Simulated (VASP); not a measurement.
# TaN (P6_3mc) in VASP: notebook, part 2 of 2

VASP 6.6.1. The steps go on from the part before.

## 5. Single point, PBE

This run uses another cell than the first one, of 10.35 Å³/atom, 1.040 times its volume.

Input file INCAR:

```
PREC     = Accurate       # precision mode
ENCUT    = 520            # plane-wave cutoff, eV
EDIFF    = 1E-6           # SCF threshold, eV
ISMEAR   = -1             # smearing method
SIGMA    = 0.05           # smearing width, eV
LREAL    = F              # projectors in reciprocal space
LASPH    = T              # aspherical terms in the spheres
NELM     = 80             # most SCF steps
ALGO     = Normal         # electronic algorithm
ISIF     = 2              # what is computed and relaxed
LWAVE    = F              # write WAVECAR
LCHARG   = F              # write CHGCAR
GGA      = PE             # functional
NBANDS   = 24             # bands
```

Input file KPOINTS:

```
regular mesh
0
Gamma
  10 10 6
```

Input file POSCAR:

```
TaN
1.0
    3.0901382485      0.0000000000      0.0000000000
   -1.5450691242      2.6761382262      0.0000000000
    0.0000000000      0.0000000000      5.0050090050
Ta N
2 2
Direct
    0.3333333333      0.6666666667      0.0000000000
    0.6666666667      0.3333333333      0.5000000000
    0.3333333333      0.6666666667      0.3850000000
    0.6666666667      0.3333333333      0.8850000000
```

Potentials or basis: VASP PAW PBE potentials, release 64 (Ta_pv, N).

On the command line:

```sh
> cat potpaw_PBE.64/Ta_pv/POTCAR potpaw_PBE.64/N/POTCAR > POTCAR
> mpirun -np 1 vasp_std > vasp.out
```

OUTCAR:

```text
PREC = Accurate
   ENCUT = 520
   EDIFF = 1E-6
   ISMEAR = -1
   LREAL = F
   LASPH = T
   NELM = 80
   ISIF = 2
   GGA = PE

 ion  position               nearest neighbor table
   1  0.333  0.667  0.000-   4 1.87   4 1.87   4 1.87   3 1.93   2 3.07   2 3.07   2 3.07   2 3.07
                             2 3.07   2 3.07
   2  0.667  0.333  0.500-   3 1.87   3 1.87   3 1.87   4 1.93   1 3.07   1 3.07   1 3.07   1 3.07
                             1 3.07   1 3.07
   3  0.333  0.667  0.385-   2 1.87   2 1.87   2 1.87   1 1.93
   4  0.667  0.333  0.885-   1 1.87   1 1.87   1 1.87   2 1.93

  LATTYP: Found a hexagonal cell.
 ALAT       =     3.0901382485
 C/A-ratio  =     1.6196715495

  Lattice vectors:

 A1 = (   3.0901382485,   0.0000000000,   0.0000000000)
 A2 = (  -1.5450691242,   2.6761382262,   0.0000000000)
 A3 = (   0.0000000000,   0.0000000000,   5.0050090050)

Analysis of symmetry for initial positions (statically):
=====================================================================
 Subroutine PRICEL returns:
 Original cell was already a primitive cell.

 Routine SETGRP: Setting up the symmetry group for a
 hexagonal supercell.

 Subroutine GETGRP returns: Found 12 space group operations
 (whereof  6 operations were pure point group operations)
 out of a pool of 24 trial point group operations.

The static configuration has the point symmetry C_3v.
 The point group associated with its full space group is C_6v.

Analysis of symmetry for dynamics (positions and initial velocities):
=====================================================================
 Subroutine PRICEL returns:
 Original cell was already a primitive cell.

 Routine SETGRP: Setting up the symmetry group for a
 hexagonal supercell.

 Subroutine GETGRP returns: Found 12 space group operations
 (whereof  6 operations were pure point group operations)
 out of a pool of 24 trial point group operations.

The dynamic configuration has the point symmetry C_3v.
 The point group associated with its full space group is C_6v.
[... 116 lines left out ...]
   EMIN   =  10.00;   EMAX   =-10.00  energy-range for DOS
   EFERMI =   0.00;   METHOD = LEGACY
   ISMEAR =    -1;   SIGMA  =   0.05  broadening in eV -4-tet -1-fermi 0-gaus
   EFERMI_NEDOS =   21; number of points for ismear=-14 and -15
   IALGO  =     38    algorithm
   IMIX   =      4    mixing-type and parameters
     AMIX     =   0.40;   BMIX     =  1.00
     AMIX_MAG =   1.60;   BMIX_MAG =  1.00
  volume/ion in A,a.u.               =      10.35        69.83
  Fermi-wavevector in a.u.,A,eV,Ry     =   1.502546  2.839400 30.717110  2.257644
  Thomas-Fermi vector in A             =   2.613772
   LORBIT       =      0    0 simple, 1 ext, 2 COOP (PROOUT), +10 PAW based schemes
   GGA     = PE    functional components
   LHFCALC =     F    Hartree Fock is set to
   AEXX    =    0.0000 exact exchange contribution
   IVDW    =     0    specifies the selected vdW correction
   LEPSILON=     F    determine dielectric tensor
   LRPA    =     F    only Hartree local field effects (RPA)
 non-spin polarized calculation
  energy-cutoff  :      520.00
  volume of cell :       41.39
 maximum number of plane-waves:      1126
 NGX is ok and might be reduce to    24
   NGX = 11   NGY = 11   NGZ = 19

 number of electron      32.0000000 magnetization

 Free energy of the ion-electron system (eV)
  ---------------------------------------------------
  ext. energy  EPLUGINS =         0.00000000
  ---------------------------------------------------
  free energy    TOTEN  =       -38.92386579 eV

  energy without entropy =      -38.90946837  energy(sigma->0) =      -38.91666708

 E-fermi :   9.3575     XC(G=0): -13.3264

 val. band max:        9.3390206846   @ k =   0.2000   0.0000   0.3333
 cond. band min:       9.3701961001   @ k =   0.3000   0.1000   0.3333
 fundamental gap:      0.0311754155
 Fermi energy:         9.3574603624

 k-point     1 :       0.0000    0.0000    0.0000
  band No.  band energies     occupation
      1     -26.6730      2.00000
      2     -25.7062      2.00000
      3     -25.7062      2.00000
      4     -25.5402      2.00000
      5     -25.5402      2.00000
      6     -25.4962      2.00000
[... 637 lines left out ...]
     23      15.0936      0.00000
     24      16.1386      0.00000

 [... further k-points ...]
[... 5 lines left out ...]
  --------------------------------------------------------------------------------------
  -------------------------------------------------------------------------------------
  Total       31.0398095     31.0398096     25.4791466      0.0000000      0.0000000     -0.0000000
  in kB     1201.5402279   1201.5402295    986.2888989      0.0000000      0.0000000     -0.0000000
  external PRESSURE =    1129.7897854 kB  Pullay stress =       0.0000000 kB

 VOLUME and BASIS-vectors are now :
 -----------------------------------------------------------------------------
  energy-cutoff  :      520.00
  volume of cell :       41.39
      direct lattice vectors                 reciprocal lattice vectors
     3.090138249  0.000000000  0.000000000     0.323610117  0.186836388  0.000000000
    -1.545069124  2.676138226  0.000000000     0.000000000  0.373672776  0.000000000
     0.000000000  0.000000000  5.005009005     0.000000000  0.000000000  0.199799840

 POSITION                                       TOTAL-FORCE (eV/Angst)
 -----------------------------------------------------------------------------------
     -0.00000      1.78409      0.00000         0.000000     -0.000000      2.291692
      1.54507      0.89205      2.50250        -0.000000      0.000000      2.291692
     -0.00000      1.78409      1.92693        -0.000000     -0.000000     -2.291692
      1.54507      0.89205      4.42943         0.000000      0.000000     -2.291692
 -----------------------------------------------------------------------------------
    total drift:                               -0.000000      0.000000      0.000342

  FREE ENERGIE OF THE ION-ELECTRON SYSTEM (eV)
  ---------------------------------------------------
  free  energy   TOTEN  =       -38.9238657893 eV

  energy  without entropy=      -38.9094683739  energy(sigma->0) =      -38.91666708
```

stdout:

```text
POSCAR found type information on POSCAR TaN
 POSCAR found :  2 types and       4 ions
 scaLAPACK will be used
 LDA part: xc-table for (Slater+PW92), standard interpolation
 POSCAR, INCAR and KPOINTS ok, starting setup
 FFT: planning ... GRIDC
 FFT: planning ... GRID_SOFT
 FFT: planning ... GRID
 WAVECAR not read
 entering main loop
```

Wall time 51 s (1 thread of Intel Xeon Platinum 8259CL at 2.50GHz (Skylake/Cascade Lake), shared host); peak memory 0.19 GiB.

Results:

* Free energy: -38.9239 eV
* Pressure: 113.0 GPa
* Largest force: 2.292 eV/Å
* Band gap on the k mesh: zero (band 16 reaches 10.52 eV, above the bottom of band 17 at 7.91 eV)

Forces in eV/Å, atoms in the order of the input:
```
Ta   0.000  0.000  2.292
Ta   0.000  0.000  2.292
N    0.000  0.000 -2.292
N    0.000  0.000 -2.292
```

Stress tensor (GPa, compression positive):
```
120.15   0.00   0.00
  0.00 120.15   0.00
  0.00   0.00  98.63
```

Caveat: spin-orbit coupling is left out, which moves the levels of the heavy elements; forces of over 1 eV/Å act on the atoms, so gaps and moduli don't describe the material at rest.

## 6. Overview

| cell | gap on the mesh (eV) | pressure (GPa) | largest force (eV/Å) |
| --- | --- | --- | --- |
| a = 3.050, b = 3.050, c = 4.940 Å, angles 90.0, 90.0, 120.0°, 4 atoms | none | 140.2 | 2.44 |
| a = 3.070, b = 3.070, c = 4.973 Å, angles 90.0, 90.0, 120.0°, 4 atoms | none | 126.0 | 2.36 |
| a = 3.090, b = 3.090, c = 5.005 Å, angles 90.0, 90.0, 120.0°, 4 atoms | none | 113.0 | 2.29 |

Alike in all rows: task single point; level PBE; potentials or basis VASP PAW PBE potentials, release 64 (Ta_pv, N); no spin polarisation; k mesh 10 × 10 × 6; cutoff (eV) 520; smearing fermi-dirac 0.05 eV.

Caveats: spin-orbit coupling is left out, which moves the levels of the heavy elements; forces of over 1 eV/Å act on the atoms, so gaps and moduli don't describe the material at rest.

Absolute energies hang on the potentials; compare differences alone.
